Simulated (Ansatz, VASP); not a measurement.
One calculation of InSe2, two programs

```
In Se
1.0
     3.89489    0.00000    0.00000
     0.00000    3.89489    0.00000
     0.00000    0.00000    9.62623
In Se
2 4
Direct
  0.00000 0.50000 0.70647
  0.50000 0.00000 0.29353
  0.00000 0.50000 0.36621
  0.50000 0.00000 0.63379
  0.00000 0.00000 0.00000
  0.50000 0.50000 0.00000
```

Alike in both runs: task single point; functional PBE; k mesh 10 × 10 × 4; occupations methfessel-paxton of order 1, width 0.3 eV; no spin polarisation.

```csv
,VASP,Ansatz
version,VASP 6.6.1,Ansatz 0.2.0
potentials or method,"VASP PAW PBE potentials, release 64 (In_d, Se), cutoff 520 eV","scalar-relativistic, plane waves, PAW"
valence electrons in the cell,50,90
```

Ansatz gave:

| Property | Result |
| --- | --- |
| gap on the k mesh at the Fermi level (eV) | none |
| pressure (GPa) | -0.1 |
| traceless stress, the component that is largest in VASP (GPa) | 0.62 |
| rms of the force components (eV/Å) | 0.021 |

**Question.** Which values does VASP return?

**Answer.** gap on the k mesh at the Fermi level (eV): none; pressure (GPa): -0.1; traceless stress, the component that is largest in VASP (GPa): 0.60; rms of the force components (eV/Å): 0.021.

Atom by atom the forces differ by 0.000 eV/Å (rms over components). A gap of «none» marks a metal or a gap that the smearing closes. VASP's potentials hold 50 valence electrons a cell and Ansatz's 90, so a difference there can come from the potentials and not from the codes.
